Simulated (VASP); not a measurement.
# Zr (R-3m) in VASP: notebook

Zr is run at these levels: r2SCAN; tasks: single point.

Program: VASP 6.6.1. These are calculated values, not measurements. Logs are shortened: lines on timing, memory, paths and dates and some standing lists are left out, and cuts for length are marked.

### Step 1. The cell of the first run

Symmetry: R-3m, No. 166, trigonal system. Conventional cell: a = 6.450 Å, b = 6.450 Å, c = 1.975 Å, α = 90.00°, β = 90.00°, γ = 120.00°. Within 2.6 Å of Zr (site symmetry -3m) lie 2 Zr at 1.97 Å.

### Step 2. Single point, r2SCAN

POSCAR reads:

```
Zr
1.0
   -2.6605332837      1.9003809169      1.9003809169
    1.9003809169     -2.6605332837      1.9003809169
    1.9003809169      1.9003809169     -2.6605332837
Zr
1
Direct
    0.0000000000      0.0000000000      0.0000000000
```

INCAR.step1 reads:

```
  ALGO = Normal
  EDIFF = 1E-4
  ENCUT = 520
  GGA = PE
  ISMEAR = 0
  LASPH = T
  LCHARG = F
  LREAL = F
  LWAVE = T
  NBANDS = 12
  NELM = 100
  PREC = Accurate
  SIGMA = 0.15
```

INCAR.step2 reads:

```
  ALGO = Normal
  EDIFF = 1E-6
  ENCUT = 520
  ISIF = 2
  ISMEAR = 0
  ISTART = 1
  LASPH = T
  LCHARG = T
  LELF = T
  LMIXTAU = T
  LREAL = F
  LVHAR = T
  LWAVE = F
  METAGGA = R2SCAN
  NBANDS = 12
  NELM = 100
  PREC = Accurate
  SIGMA = 0.15
```

KPOINTS reads:

```
k-points
0
Gamma
  20 20 20
```

Potentials or basis: VASP PAW PBE potentials, release 64 (Zr_sv).

Run with:

```sh
$ cat potpaw_PBE.64/Zr_sv/POTCAR > POTCAR
$ cp INCAR.step1 INCAR
$ mpirun -np 1 vasp_std > vasp.out
$ cp INCAR.step2 INCAR
$ mpirun -np 1 vasp_std > vasp.out
```

OUTCAR:

```text
EDIFF = 1E-6
   ENCUT = 520
   ISIF = 2
   ISMEAR = 0
   ISTART = 1
   LASPH = T
   LREAL = F
   METAGGA = R2SCAN
   NELM = 100
   PREC = Accurate

 ion  position               nearest neighbor table
   1  0.000  0.000  0.000-

  LATTYP: Found a trigonal (rhomboedric) cell.
 ALAT       =     3.7817102761
 COS(alpha) =    -0.4545454545

  Lattice vectors:

 A1 = (  -2.6605332837,   1.9003809169,   1.9003809169)
 A2 = (   1.9003809169,  -2.6605332837,   1.9003809169)
 A3 = (   1.9003809169,   1.9003809169,  -2.6605332837)

Analysis of symmetry for initial positions (statically):
=====================================================================
 Subroutine PRICEL returns:
 Original cell was already a primitive cell.

 Routine SETGRP: Setting up the symmetry group for a
 trigonal (rhombohedral) supercell.

 Subroutine GETGRP returns: Found 12 space group operations
 (whereof 12 operations were pure point group operations)
 out of a pool of 12 trial point group operations.

The static configuration has the point symmetry D_3d.

Analysis of symmetry for dynamics (positions and initial velocities):
=====================================================================
 Subroutine PRICEL returns:
 Original cell was already a primitive cell.

 Routine SETGRP: Setting up the symmetry group for a
 trigonal (rhombohedral) supercell.

 Subroutine GETGRP returns: Found 12 space group operations
 (whereof 12 operations were pure point group operations)
 out of a pool of 12 trial point group operations.

The dynamic configuration has the point symmetry D_3d.

 Subroutine INISYM returns: Found 12 space group operations
 (whereof 12 operations are pure point group operations),
 and found     1 'primitive' translations

----------------------------------------------------------------------------------------

                                     Primitive cell

  volume of cell :      23.7190

  direct lattice vectors                    reciprocal lattice vectors
    -2.660533284  1.900380917  1.900380917     0.146169526  0.365423815  0.365423815
     1.900380917 -2.660533284  1.900380917     0.365423815  0.146169526  0.365423815
     1.900380917  1.900380917 -2.660533284     0.365423815  0.365423815  0.146169526

  length of vectors
     3.781710276  3.781710276  3.781710276     0.537061132  0.537061132  0.537061132

  position of ions in fractional coordinates (direct lattice)
     0.000000000  0.000000000  0.000000000

  ion indices of the primitive-cell ions
   primitive index   ion index
                 1           1

----------------------------------------------------------------------------------------

 KPOINTS: k-points

Automatic generation of k-mesh.
 Grid dimensions read from file:
 generate k-points for:   20   20   20

 Generating k-lattice:

  Cartesian coordinates                     Fractional coordinates (reciprocal lattice)
     0.007308476  0.018271191  0.018271191     0.050000000  0.000000000  0.000000000
     0.018271191  0.007308476  0.018271191     0.000000000  0.050000000  0.000000000
     0.018271191  0.018271191  0.007308476     0.000000000  0.000000000  0.050000000

  Length of vectors
     0.026853057  0.026853057  0.026853057

  Shift w.r.t. Gamma in fractional coordinates (k-lattice)
     0.000000000  0.000000000  0.000000000

 Subroutine IBZKPT returns following result:
 ===========================================

 Found    781 irreducible k-points:

 Following reciprocal coordinates:
            Coordinates               Weight
  0.000000  0.000000  0.000000      1.000000
  0.050000 -0.000000 -0.000000      6.000000
  0.100000 -0.000000 -0.000000      6.000000
  0.150000 -0.000000 -0.000000      6.000000
  0.200000 -0.000000 -0.000000      6.000000
  0.250000 -0.000000 -0.000000      6.000000
[... 16 lines left out ...]
 -0.400000  0.050000  0.000000     12.000000
 -0.350000  0.050000  0.000000     12.000000
 [... further k-points ...]
   k-points           NKPTS =    781   k-points in BZ     NKDIM =    781   number of bands    NBANDS=     12
   number of dos      NEDOS =    301   number of ions     NIONS =      1
   total plane-waves  NPLWV =  21952
   dimension x,y,z NGX =    28 NGY =   28 NGZ =   28
   dimension x,y,z NGXF=    56 NGYF=   56 NGZF=   56
   ions per type =               1
   NGX,Y,Z   is equivalent  to a cutoff of  12.31, 12.31, 12.31 a.u.
   NGXF,Y,Z  is equivalent  to a cutoff of  24.62, 24.62, 24.62 a.u.
 SYSTEM =  unknown system
   PREC   = accura    normal or accurate (medium, high low for compatibility)
   ISTART =      1    job   : 0-new  1-cont  2-samecut
   ICHARG =      0    charge: 1-file 2-atom 10-const
   ISPIN  =      1    spin polarized calculation?
   LNONCOLLINEAR =      F non collinear calculations
   LSORBIT =      F    spin-orbit coupling
   LASPH  =      T    aspherical Exc in radial PAW
   ENCUT  =  520.0 eV  38.22 Ry    6.18 a.u.   7.03  7.03  7.03*2*pi/ulx,y,z
   NELM   =    100;   NELMIN=  2; NELMDL=  0     # of ELM steps
   EDIFF  = 0.1E-05   stopping-criterion for ELM
   LREAL  =      F    real-space projection
   EDIFFG = 0.1E-04   stopping-criterion for IOM
   NSW    =      0    number of steps for IOM
   IBRION =     -1    ionic relax: 0-MD 1-quasi-New 2-CG
   NFREE  =      0    steps in history (QN), initial steepest desc. (CG)
   ISIF   =      2    stress and relaxation
   ISYM   =      2    0-nonsym 1-usesym 2-fastsym
   POTIM  = 0.5000    time-step for ionic-motion
   TEBEG  =    0.0;   TEEND  =   0.0 temperature during run
   PSTRESS=    0.0 pullay stress
   NELECT =      12.0000    total number of electrons
   NUPDOWN=      -1.0000    fix difference up-down
   EMIN   =  10.00;   EMAX   =-10.00  energy-range for DOS
   EFERMI =   0.00;   METHOD = LEGACY
   ISMEAR =     0;   SIGMA  =   0.15  broadening in eV -4-tet -1-fermi 0-gaus
   EFERMI_NEDOS =   21; number of points for ismear=-14 and -15
   IALGO  =     38    algorithm
   IMIX   =      4    mixing-type and parameters
     AMIX     =   0.40;   BMIX     =  1.00
     AMIX_MAG =   1.60;   BMIX_MAG =  1.00
  volume/ion in A,a.u.               =      23.72       160.06
  Fermi-wavevector in a.u.,A,eV,Ry     =   1.304478  2.465105 23.152520  1.701662
  Thomas-Fermi vector in A             =   2.435411
   LORBIT       =      0    0 simple, 1 ext, 2 COOP (PROOUT), +10 PAW based schemes
   METAGGA = R2SCAN    functional components
   LHFCALC =     F    Hartree Fock is set to
   AEXX    =    0.0000 exact exchange contribution
   IVDW    =     0    specifies the selected vdW correction
   LEPSILON=     F    determine dielectric tensor
   LRPA    =     F    only Hartree local field effects (RPA)
 non-spin polarized calculation
 Gauss-broadening in eV      SIGMA  =   0.15
  energy-cutoff  :      520.00
  volume of cell :       23.72
 maximum number of plane-waves:       653
   NGX = 13   NGY = 13   NGZ = 13

 number of electron      12.0000000 magnetization

 Free energy of the ion-electron system (eV)
  ---------------------------------------------------
  ext. energy  EPLUGINS =         0.00000000
  ---------------------------------------------------
  free energy    TOTEN  =       -18.45408872 eV

  energy without entropy =      -18.43808919  energy(sigma->0) =      -18.44608895

 E-fermi :   7.7319     XC(G=0): -11.3754

 val. band max:        7.7317148565   @ k =   0.3500   0.3000   0.2500
 cond. band min:       7.7327942486   @ k =  -0.4500   0.4500   0.2000
 fundamental gap:      0.0010793921
 Fermi energy:         7.7319226916

 k-point     1 :       0.0000    0.0000    0.0000
  band No.  band energies     occupation
      1     -44.5386      2.00000
      2     -20.7781      2.00000
      3     -20.7781      2.00000
      4     -12.5852      2.00000
      5       2.1415      2.00000
      6       7.2026      2.00000
      7       7.3274      1.99986
      8       7.3274      1.99986
      9      16.0611      0.00000
     10      20.8952      0.00000
     11      20.8952      0.00000
     12      22.7822      0.00000

 k-point     2 :       0.0500   -0.0000   -0.0000
  band No.  band energies     occupation
      1     -44.4652      2.00000
      2     -20.7244      2.00000
      3     -20.7230      2.00000
      4     -13.1150      2.00000
      5       2.3025      2.00000
      6       7.3942      1.99855
      7       7.4270      1.99595
      8       7.8091      0.46684
      9      16.2061      0.00000
     10      19.2861      0.00000
     11      19.3154      0.00000
     12      23.7758      0.00000

 k-point     3 :       0.1000   -0.0000   -0.0000
  band No.  band energies     occupation
      1     -44.2469      2.00000
      2     -20.5661      2.00000
      3     -20.5605      2.00000
      4     -14.5134      2.00000
      5       2.7365      2.00000
      6       7.5957      1.80082
      7       7.7241      1.05864
      8       9.4775      0.00000
      9      16.6349      0.00000
     10      16.8188      0.00000
     11      16.8872      0.00000
     12      24.3719      0.00000

 k-point     4 :       0.1500   -0.0000   -0.0000
  band No.  band energies     occupation
      1     -43.8898      2.00000
      2     -20.3111      2.00000
      3     -20.2992      2.00000
      4     -16.4126      2.00000
      5       3.3859      2.00000
      6       7.9329      0.05810
      7       8.2117      0.00001
      8      11.8540      0.00000
      9      14.3173      0.00000
     10      14.3971      0.00000
     11      17.3352      0.00000
     12      24.3226      0.00000

 k-point     5 :       0.2000   -0.0000   -0.0000
  band No.  band energies     occupation
      1     -43.4052      2.00000
      2     -19.9741      2.00000
      3     -19.9545      2.00000
      4     -18.5138      2.00000
      5       4.2306      2.00000
      6       8.3993      0.00000
      7       8.8719      0.00000
      8      11.8882      0.00000
      9      12.0283      0.00000
     10      14.6652      0.00000
     11      18.2694      0.00000
     12      24.1348      0.00000
[... 228 lines left out ...]
      1     -40.3672      2.00000
      2     -26.7128      2.00000
      3     -18.1545      2.00000
      4     -18.1060      2.00000
      5       3.7773      2.00000
      6       4.2971      2.00000
      7      12.1528      0.00000
      8      12.4796      0.00000
      9      13.9828      0.00000
     10      16.1803      0.00000
     11      19.8260      0.00000
     12      22.9254      0.00000

 k-point    22 :      -0.4500    0.0500    0.0000
  band No.  band energies     occupation
      1     -40.8249      2.00000
      2     -25.7800      2.00000
      3     -18.3983      2.00000
      4     -18.3475      2.00000
      5       4.4594      2.00000
      6       5.0389      2.00000
      7      10.6647      0.00000
      8      11.5471      0.00000
      9      13.0860      0.00000
     10      18.3004      0.00000
     11      20.4613      0.00000
     12      22.5585      0.00000

 k-point    23 :      -0.4000    0.0500    0.0000
  band No.  band energies     occupation
      1     -41.4548      2.00000
      2     -24.3695      2.00000
      3     -18.7541      2.00000
      4     -18.7033      2.00000
      5       5.4683      2.00000
      6       6.2182      2.00000
      7       9.1476      0.00000
      8      10.6424      0.00000
      9      12.0769      0.00000
     10      19.6848      0.00000
     11      20.8820      0.00000
     12      22.6433      0.00000

 k-point    24 :      -0.3500    0.0500    0.0000
  band No.  band energies     occupation
      1     -42.1443      2.00000
      2     -22.6128      2.00000
      3     -19.1705      2.00000
      4     -19.1225      2.00000
      5       6.1450      2.00000
      6       7.7354      0.97362
      7       8.4850      0.00000
      8       9.8423      0.00000
      9      11.0438      0.00000
     10      19.2188      0.00000
     11      20.5800      0.00000
     12      22.9874      0.00000

 [... further k-points ...]
[... 5 lines left out ...]
  --------------------------------------------------------------------------------------
  -------------------------------------------------------------------------------------
  Total        8.6371656      8.6371656      8.6371656     11.1942225     11.1942225     11.1942225
  in kB      583.4264507    583.4264507    583.4264507    756.1514718    756.1514718    756.1514718
  external PRESSURE =     583.4264507 kB  Pullay stress =       0.0000000 kB

 VOLUME and BASIS-vectors are now :
 -----------------------------------------------------------------------------
  energy-cutoff  :      520.00
  volume of cell :       23.72
      direct lattice vectors                 reciprocal lattice vectors
    -2.660533284  1.900380917  1.900380917     0.146169526  0.365423815  0.365423815
     1.900380917 -2.660533284  1.900380917     0.365423815  0.146169526  0.365423815
     1.900380917  1.900380917 -2.660533284     0.365423815  0.365423815  0.146169526

 POSITION                                       TOTAL-FORCE (eV/Angst)
 -----------------------------------------------------------------------------------
      0.00000      0.00000      0.00000         0.000000      0.000000      0.000000
 -----------------------------------------------------------------------------------
    total drift:                                0.000000      0.000000      0.000000

  FREE ENERGIE OF THE ION-ELECTRON SYSTEM (eV)
  ---------------------------------------------------
  free  energy   TOTEN  =       -18.4540887157 eV

  energy  without entropy=      -18.4380891903  energy(sigma->0) =      -18.44608895
```

Wall time 11 min (1 thread of AMD EPYC 9R45 (Zen 5), shared host); peak memory 0.31 GiB.

Results:

```
Free energy            : -18.4541 eV
Pressure               : 58.3 GPa
Band gap on the k mesh : zero (bands 6 and 7 overlap by 3.01 eV)
```

Stress tensor (GPa, compression positive):
```
58.34 75.62 75.62
75.62 58.34 75.62
75.62 75.62 58.34
```

Levels at points of the mesh, in eV from the Fermi level:
| k point | band 2 | band 3 | band 4 | band 5 | band 6 | band 7 | band 8 | band 9 | band 10 | band 11 |
| --- | --- | --- | --- | --- | --- | --- | --- | --- | --- | --- |
| (0.00, 0.00, 0.00) | -28.51 | -28.51 | -20.32 | -5.59 | -0.53 | -0.40 | -0.40 | 8.33 | 13.16 | 13.16 |
| (0.50, 0.00, 0.00) | -34.77 | -25.80 | -25.75 | -4.19 | -3.68 | 4.87 | 5.42 | 6.60 | 7.33 | 11.82 |
| (0.50, 0.50, 0.00) | -28.73 | -28.56 | -20.32 | -3.34 | -1.30 | -0.01 | 2.23 | 5.08 | 8.17 | 13.19 |
| (0.50, 0.50, 0.50) | -34.76 | -25.81 | -25.81 | -4.28 | -4.28 | 5.54 | 5.54 | 10.23 | 10.23 | 10.58 |

Caveat: atoms lie so close that the PAW spheres overlap strongly, which falsifies energies and pressures; the cell stands under pressure; the PAW data sets were made with another functional, which shifts forces and pressure a little.

### Step 3. Single point, r2SCAN

This run uses another cell than the first one, of the same volume but with other edges.

POSCAR reads:

```
Zr
1.0
   -2.2250192287      1.8327665987      1.8327665987
    1.8327665987     -2.2250192287      1.8327665987
    1.8327665987      1.8327665987     -2.2250192287
Zr
1
Direct
    0.0000000000      0.0000000000      0.0000000000
```

INCAR.step1 reads:

```
SYSTEM = Zr
ALGO = Normal ; EDIFF = 1E-4
ENCUT = 520 ; GGA = PE
ISMEAR = 0 ; LASPH = .TRUE.
LCHARG = .FALSE. ; LREAL = .FALSE.
LWAVE = .TRUE. ; NBANDS = 12
NELM = 60 ; PREC = Accurate
SIGMA = 0.15
```

INCAR.step2 reads:

```
SYSTEM = Zr
ALGO = Normal ; EDIFF = 1E-6
ENCUT = 520 ; ISIF = 2
ISMEAR = 0 ; ISTART = 1
LASPH = .TRUE. ; LCHARG = .FALSE.
LMIXTAU = .TRUE. ; LREAL = .FALSE.
LWAVE = .FALSE. ; METAGGA = R2SCAN
NBANDS = 12 ; NELM = 60
PREC = Accurate ; SIGMA = 0.15
```

KPOINTS reads:

```
k-points
0
G
  20 20 20
  0 0 0
```

Potentials or basis: VASP PAW PBE potentials, release 64 (Zr_sv).

Run with:

```sh
$ cat potpaw_PBE.64/Zr_sv/POTCAR > POTCAR
$ cp INCAR.step1 INCAR
$ mpirun -np 1 vasp_std > vasp.out
$ cp INCAR.step2 INCAR
$ mpirun -np 1 vasp_std > vasp.out
```

It took 11 min on 1 thread of AMD EPYC 9R45 (Zen 5), shared host; peak memory 0.31 GiB.

It converged, with:

```yaml
Free_energy: -22.2899 eV
Pressure: 1.8 GPa
Band_gap_on_the_k_mesh: zero (bands 6 and 7 overlap by 2.65 eV)
```

Stress tensor (GPa, compression positive):
```
 1.75 11.85 11.85
11.85  1.75 11.85
11.85 11.85  1.75
```

Levels at points of the mesh, in eV from the Fermi level:
```
           k point  band 3  band 4  band 5  band 6  band 7  band 8  band 9  band 10
(0.00, 0.00, 0.00)  -27.17  -25.56   -5.08   -1.22    1.26    1.26    6.62     6.62
(0.50, 0.00, 0.00)  -26.92  -26.74   -2.48   -0.51    3.36    3.64    3.80     6.44
(0.50, 0.50, 0.00)  -27.30  -25.58   -2.54   -1.48    0.58    4.97    6.76     7.32
(0.50, 0.50, 0.50)  -26.98  -26.98   -2.49   -2.49    4.80    4.80    7.88     7.88
```

Caveat: the PAW data sets were made with another functional, which shifts forces and pressure a little.
